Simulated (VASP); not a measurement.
Set up this calculation in VASP 6.6.1, as the native input.

```yaml
Task: single point
Functional: PBEsol
Potentials_or_basis: VASP PAW PBE potentials, release 64 (Si, Ge_d)
Cutoff: 520 eV
k_mesh: 2 × 2 × 2
Occupations: fermi-dirac, width 0.069 eV
Spin: no spin polarisation
Dipole_correction: no
Further_INCAR_settings: LREAL = Auto; ALGO = Normal; EDIFF = 1e-07; NBANDS = 66
```

The structure of Si3Ge lies in POSCAR:

```
Si3Ge
1.0
    7.7761932354      0.0000000000      0.0000000000
    0.0000000000      7.7761932354      0.0000000000
    0.0000000000      0.0000000000      5.4836775972
Si Ge
12 4
Direct
    0.2570994495      0.0013615917      0.7505743959
    0.2432177214      0.2477447437     -0.0103975843
   -0.0150632831      0.2426192281      0.2288513462
    0.2377398483      0.5028852655      0.7645819663
    0.2577942625      0.7544566888     -0.0143649948
    0.0125929227      0.7392784395      0.2322363008
    0.7451754123     -0.0130187094      0.7732103000
    0.7394078087      0.2504872167     -0.0087151367
    0.5045507334      0.2697135908      0.2464081770
    0.7485642169      0.5004152909      0.7483167869
    0.7466901637      0.7304072607      0.0182611027
    0.4758896658      0.7513835913      0.2677577181
   -0.0018604219     -0.0032121115      0.5129245748
    0.0047547687      0.4963778398      0.4962118855
    0.5119344234      0.0046365875      0.4797393635
    0.5030907645      0.5108073938      0.5123924502
```

These files were run (other wordings do the same):

INCAR

```
PREC = Accurate ; ENCUT = 520
EDIFF = 1E-7 ; ISMEAR = -1
SIGMA = 0.069 ; LREAL = Auto
LASPH = True ; NELM = 100
ALGO = Normal ; ISIF = 2
LWAVE = False ; LCHARG = False
GGA = PS ; NBANDS = 66
```

KPOINTS

```
Automatic mesh
0
Gamma
  2 2 2
```

Potentials or basis: VASP PAW PBE potentials, release 64 (Si, Ge_d).

Launch:

```sh
$ cat potpaw_PBE.64/Si/POTCAR potpaw_PBE.64/Ge_d/POTCAR > POTCAR
$ mpirun -np 1 vasp_std > vasp.out
```

Results of the run:

| Item | Value |
| --- | --- |
| Pressure | -0.2 GPa |
| Largest force | 1.955 eV/Å |
| Band gap on the k mesh | 0.17 eV |

Caveat: the k points lie up to 0.57 Å⁻¹ apart; the atoms stand as in a frame of molecular dynamics; the PAW data sets were made with another functional, which shifts forces and pressure a little.

It took 2.2 min on 1 thread of AMD EPYC 9R45 96-Core Processor (Zen 5) (shared host), peak memory 0.39 GiB.
